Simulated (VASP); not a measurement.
# HfB2 (P6/mmm) in VASP: further runs

HfB2 is run at these levels: LDA; tasks: single point.

Everything below comes from runs of VASP 6.6.1. Logs are shortened: lines on timing, memory, paths and dates and some standing lists are left out, and cuts for length are marked.

## (1) The cell of the first run

It takes space group P6/mmm (No. 191, hexagonal). The conventional cell has a = 3.140 Å, b = 3.140 Å, c = 3.480 Å, α = 90.00°, β = 90.00°, γ = 120.00°. Within 3.3 Å of Hf (site symmetry 6/mmm) lie 12 B at 2.51 Å and 6 Hf at 3.14 Å. Within 2.4 Å of B (site symmetry -6m2) lie 3 B at 1.81 Å.

## (2) Single point, LDA

File INCAR:

```
PREC     = Accurate       # precision mode
ENCUT    = 520            # plane-wave cutoff, eV
EDIFF    = 1E-6           # SCF threshold, eV
ISMEAR   = -1             # smearing method
SIGMA    = 0.05           # smearing width, eV
LREAL    = F              # projectors in reciprocal space
LASPH    = T              # aspherical terms in the spheres
NELM     = 100            # most SCF steps
ALGO     = Normal         # electronic algorithm
ISIF     = 2              # what is computed and relaxed
LWAVE    = F              # write WAVECAR
LCHARG   = F              # write CHGCAR
NBANDS   = 15             # bands
```

File KPOINTS:

```
Automatic mesh
0
Gamma
  10 10 8
```

File POSCAR:

```
HfB2
1.0
    3.1400000000      0.0000000000      0.0000000000
   -1.5700000000      2.7193197679      0.0000000000
    0.0000000000      0.0000000000      3.4800000000
Hf B
1 2
Direct
    0.0000000000      0.0000000000      0.0000000000
    0.6666666667      0.3333333333      0.5000000000
    0.3333333333      0.6666666667      0.5000000000
```

Potentials or basis: VASP PAW LDA potentials, release 64 (Hf_pv, B).

Started as:

```console
$ cat potpaw_LDA.64/Hf_pv/POTCAR potpaw_LDA.64/B/POTCAR > POTCAR
$ mpirun -np 1 vasp_std > vasp.out
```

OUTCAR:

```text
PREC = Accurate
   ENCUT = 520
   EDIFF = 1E-6
   ISMEAR = -1
   LREAL = F
   LASPH = T
   NELM = 100
   ISIF = 2

 ion  position               nearest neighbor table
   1  0.000  0.000  0.000-   2 2.51   3 2.51   2 2.51   3 2.51   2 2.51   2 2.51   3 2.51   3 2.51
                             2 2.51   2 2.51   3 2.51   3 2.51
   2  0.667  0.333  0.500-   3 1.81   3 1.81   3 1.81   1 2.51   1 2.51   1 2.51   1 2.51   1 2.51
                             1 2.51
   3  0.333  0.667  0.500-   2 1.81   2 1.81   2 1.81   1 2.51   1 2.51   1 2.51   1 2.51   1 2.51
                             1 2.51

  LATTYP: Found a hexagonal cell.
 ALAT       =     3.1400000000
 C/A-ratio  =     1.1082802548

  Lattice vectors:

 A1 = (   3.1400000000,   0.0000000000,   0.0000000000)
 A2 = (  -1.5700000000,   2.7193197679,   0.0000000000)
 A3 = (   0.0000000000,   0.0000000000,   3.4800000000)

Analysis of symmetry for initial positions (statically):
=====================================================================
 Subroutine PRICEL returns:
 Original cell was already a primitive cell.

 Routine SETGRP: Setting up the symmetry group for a
 hexagonal supercell.

 Subroutine GETGRP returns: Found 24 space group operations
 (whereof 24 operations were pure point group operations)
 out of a pool of 24 trial point group operations.

The static configuration has the point symmetry D_6h.

Analysis of symmetry for dynamics (positions and initial velocities):
=====================================================================
 Subroutine PRICEL returns:
 Original cell was already a primitive cell.

 Routine SETGRP: Setting up the symmetry group for a
 hexagonal supercell.

 Subroutine GETGRP returns: Found 24 space group operations
 (whereof 24 operations were pure point group operations)
 out of a pool of 24 trial point group operations.

The dynamic configuration has the point symmetry D_6h.

 Subroutine INISYM returns: Found 24 space group operations
 (whereof 24 operations are pure point group operations),
 and found     1 'primitive' translations

----------------------------------------------------------------------------------------

                                     Primitive cell

  volume of cell :      29.7146

  direct lattice vectors                    reciprocal lattice vectors
     3.140000000  0.000000000  0.000000000     0.318471338  0.183869512  0.000000000
    -1.570000000  2.719319768  0.000000000     0.000000000  0.367739025  0.000000000
     0.000000000  0.000000000  3.480000000     0.000000000  0.000000000  0.287356322

  length of vectors
     3.140000000  3.140000000  3.480000000     0.367739025  0.367739025  0.287356322

  position of ions in fractional coordinates (direct lattice)
     0.000000000  0.000000000  0.000000000
     0.666666667  0.333333333  0.500000000
     0.333333333  0.666666667  0.500000000

  ion indices of the primitive-cell ions
   primitive index   ion index
                 1           1
                 2           2
                 3           3

----------------------------------------------------------------------------------------

 KPOINTS: Automatic mesh

Automatic generation of k-mesh.
 Grid dimensions read from file:
 generate k-points for:   10   10    8

 Generating k-lattice:

  Cartesian coordinates                     Fractional coordinates (reciprocal lattice)
     0.031847134  0.018386951  0.000000000     0.100000000  0.000000000  0.000000000
     0.000000000  0.036773902  0.000000000     0.000000000  0.100000000  0.000000000
     0.000000000  0.000000000  0.035919540     0.000000000  0.000000000  0.125000000

  Length of vectors
     0.036773902  0.036773902  0.035919540

  Shift w.r.t. Gamma in fractional coordinates (k-lattice)
     0.000000000  0.000000000  0.000000000

 Subroutine IBZKPT returns following result:
 ===========================================

 Found     70 irreducible k-points:

 Following reciprocal coordinates:
            Coordinates               Weight
  0.000000  0.000000  0.000000      1.000000
  0.100000  0.000000  0.000000      6.000000
  0.200000  0.000000  0.000000      6.000000
  0.300000  0.000000  0.000000      6.000000
  0.400000  0.000000  0.000000      6.000000
  0.500000  0.000000  0.000000      3.000000
[... 16 lines left out ...]
  0.300000  0.100000  0.125000     24.000000
  0.400000  0.100000  0.125000     24.000000
 [... further k-points ...]
   k-points           NKPTS =     70   k-points in BZ     NKDIM =     70   number of bands    NBANDS=     15
   number of dos      NEDOS =    301   number of ions     NIONS =      3
   total plane-waves  NPLWV =  16128
   dimension x,y,z NGX =    24 NGY =   24 NGZ =   28
   dimension x,y,z NGXF=    48 NGYF=   48 NGZF=   56
   ions per type =               1   2
   NGX,Y,Z   is equivalent  to a cutoff of  12.71, 12.71, 13.38 a.u.
   NGXF,Y,Z  is equivalent  to a cutoff of  25.41, 25.41, 26.75 a.u.
 SYSTEM =  unknown system
   PREC   = accura    normal or accurate (medium, high low for compatibility)
   ISTART =      0    job   : 0-new  1-cont  2-samecut
   ICHARG =      2    charge: 1-file 2-atom 10-const
   ISPIN  =      1    spin polarized calculation?
   LNONCOLLINEAR =      F non collinear calculations
   LSORBIT =      F    spin-orbit coupling
   LASPH  =      T    aspherical Exc in radial PAW
   ENCUT  =  520.0 eV  38.22 Ry    6.18 a.u.   5.84  5.84  6.47*2*pi/ulx,y,z
   NELM   =    100;   NELMIN=  2; NELMDL= -5     # of ELM steps
   EDIFF  = 0.1E-05   stopping-criterion for ELM
   LREAL  =      F    real-space projection
   EDIFFG = 0.1E-04   stopping-criterion for IOM
   NSW    =      0    number of steps for IOM
   IBRION =     -1    ionic relax: 0-MD 1-quasi-New 2-CG
   NFREE  =      0    steps in history (QN), initial steepest desc. (CG)
   ISIF   =      2    stress and relaxation
   ISYM   =      2    0-nonsym 1-usesym 2-fastsym
   POTIM  = 0.5000    time-step for ionic-motion
   TEBEG  =    0.0;   TEEND  =   0.0 temperature during run
   PSTRESS=    0.0 pullay stress
   NELECT =      16.0000    total number of electrons
   NUPDOWN=      -1.0000    fix difference up-down
   EMIN   =  10.00;   EMAX   =-10.00  energy-range for DOS
   EFERMI =   0.00;   METHOD = LEGACY
   ISMEAR =    -1;   SIGMA  =   0.05  broadening in eV -4-tet -1-fermi 0-gaus
   EFERMI_NEDOS =   21; number of points for ismear=-14 and -15
   IALGO  =     38    algorithm
   IMIX   =      4    mixing-type and parameters
     AMIX     =   0.40;   BMIX     =  1.00
     AMIX_MAG =   1.60;   BMIX_MAG =  1.00
  volume/ion in A,a.u.               =       9.90        66.84
  Fermi-wavevector in a.u.,A,eV,Ry     =   1.331860  2.516850 24.134693  1.773850
  Thomas-Fermi vector in A             =   2.460838
   LORBIT       =      0    0 simple, 1 ext, 2 COOP (PROOUT), +10 PAW based schemes
   GGA     = CA    functional components
   LHFCALC =     F    Hartree Fock is set to
   AEXX    =    0.0000 exact exchange contribution
   IVDW    =     0    specifies the selected vdW correction
   LEPSILON=     F    determine dielectric tensor
   LRPA    =     F    only Hartree local field effects (RPA)
 non-spin polarized calculation
  energy-cutoff  :      520.00
  volume of cell :       29.71
 maximum number of plane-waves:       816
 NGX is ok and might be reduce to    24
   NGX = 11   NGY = 11   NGZ = 13

 number of electron      15.9999998 magnetization

 Free energy of the ion-electron system (eV)
  ---------------------------------------------------
  ext. energy  EPLUGINS =         0.00000000
  ---------------------------------------------------
  free energy    TOTEN  =       -28.91843800 eV

  energy without entropy =      -28.91584814  energy(sigma->0) =      -28.91714307

 E-fermi :   7.5306     XC(G=0): -12.7223

 val. band max:        7.4686374227   @ k =   0.2000   0.2000   0.1250
 cond. band min:       7.7676014927   @ k =   0.1000   0.1000   0.2500
 fundamental gap:      0.2989640700
 Fermi energy:         7.5306217579

 k-point     1 :       0.0000    0.0000    0.0000
  band No.  band energies     occupation
      1     -22.8313      2.00000
      2     -22.3262      2.00000
      3     -22.3262      2.00000
      4      -5.9066      2.00000
      5       4.6475      2.00000
      6       4.7711      2.00000
      7       4.7711      2.00000
      8       4.9659      2.00000
      9      11.5902      0.00000
     10      11.5902      0.00000
     11      12.2450      0.00000
     12      12.2450      0.00000
     13      12.6928      0.00000
     14      12.6928      0.00000
     15      12.8280      0.00000

 k-point     2 :       0.1000    0.0000    0.0000
  band No.  band energies     occupation
      1     -22.8185      2.00000
      2     -22.4052      2.00000
      3     -22.3437      2.00000
      4      -5.6914      2.00000
      5       4.1976      2.00000
      6       4.7632      2.00000
      7       4.7725      2.00000
      8       4.8607      2.00000
      9      10.9467      0.00000
     10      11.4445      0.00000
     11      11.4980      0.00000
     12      11.8549      0.00000
     13      13.3250      0.00000
     14      13.7839      0.00000
     15      14.0605      0.00000

 k-point     3 :       0.2000    0.0000    0.0000
  band No.  band energies     occupation
      1     -22.7848      2.00000
      2     -22.6065      2.00000
      3     -22.3893      2.00000
      4      -5.0796      2.00000
      5       2.9108      2.00000
      6       4.3450      2.00000
      7       4.6902      2.00000
      8       5.2928      2.00000
      9       9.8402      0.00000
     10      11.0924      0.00000
     11      11.3286      0.00000
     12      11.8225      0.00000
     13      13.6952      0.00000
     14      14.7142      0.00000
     15      15.6039      0.00000
[... 343 lines left out ...]
 k-point    23 :       0.3000    0.1000    0.1250
  band No.  band energies     occupation
      1     -22.9371      2.00000
      2     -22.7559      2.00000
      3     -22.5062      2.00000
      4      -3.3256      2.00000
      5       0.6489      2.00000
      6       3.2376      2.00000
      7       3.9407      2.00000
      8       5.8690      2.00000
      9       8.7170      0.00000
     10      10.9708      0.00000
     11      11.9186      0.00000
     12      13.1896      0.00000
     13      15.0385      0.00000
     14      15.7240      0.00000
     15      18.5406      0.00000

 k-point    24 :       0.4000    0.1000    0.1250
  band No.  band energies     occupation
      1     -23.0552      2.00000
      2     -22.7312      2.00000
      3     -22.5456      2.00000
      4      -2.1410      2.00000
      5      -0.7824      2.00000
      6       3.0678      2.00000
      7       3.9288      2.00000
      8       5.4345      2.00000
      9       8.8168      0.00000
     10      11.7541      0.00000
     11      11.8545      0.00000
     12      13.8588      0.00000
     13      15.1959      0.00000
     14      16.1214      0.00000
     15      18.4294      0.00000

 [... further k-points ...]
[... 5 lines left out ...]
  --------------------------------------------------------------------------------------
  -------------------------------------------------------------------------------------
  Total       -1.8190295     -1.8190295     -1.7595990      0.0000000      0.0000000      0.0000000
  in kB      -98.0801553    -98.0801553    -94.8757266      0.0000000      0.0000000      0.0000000
  external PRESSURE =     -97.0120124 kB  Pullay stress =       0.0000000 kB

 VOLUME and BASIS-vectors are now :
 -----------------------------------------------------------------------------
  energy-cutoff  :      520.00
  volume of cell :       29.71
      direct lattice vectors                 reciprocal lattice vectors
     3.140000000  0.000000000  0.000000000     0.318471338  0.183869512  0.000000000
    -1.570000000  2.719319768  0.000000000     0.000000000  0.367739025  0.000000000
     0.000000000  0.000000000  3.480000000     0.000000000  0.000000000  0.287356322

 POSITION                                       TOTAL-FORCE (eV/Angst)
 -----------------------------------------------------------------------------------
      0.00000      0.00000      0.00000         0.000000      0.000000      0.000000
      1.57000      0.90644      1.74000        -0.000000      0.000000     -0.000000
     -0.00000      1.81288      1.74000         0.000000     -0.000000      0.000000
 -----------------------------------------------------------------------------------
    total drift:                               -0.000000      0.000000      0.000000

  FREE ENERGIE OF THE ION-ELECTRON SYSTEM (eV)
  ---------------------------------------------------
  free  energy   TOTEN  =       -28.9184380047 eV

  energy  without entropy=      -28.9158481414  energy(sigma->0) =      -28.91714307
```

Run time: 14 s. Hardware: 1 thread of Intel Xeon Platinum 8375C at 2.90GHz (Ice Lake), shared host; peak memory 0.15 GiB.

Results:

```
Free energy            : -28.9184 eV
Pressure               : -9.7 GPa
Band gap on the k mesh : zero (band 8 reaches 8.21 eV, above the bottom of band 9 at 7.40 eV)
```

Caveat: spin-orbit coupling is left out, which moves the levels of the heavy elements.

[end of part 1 of 2]
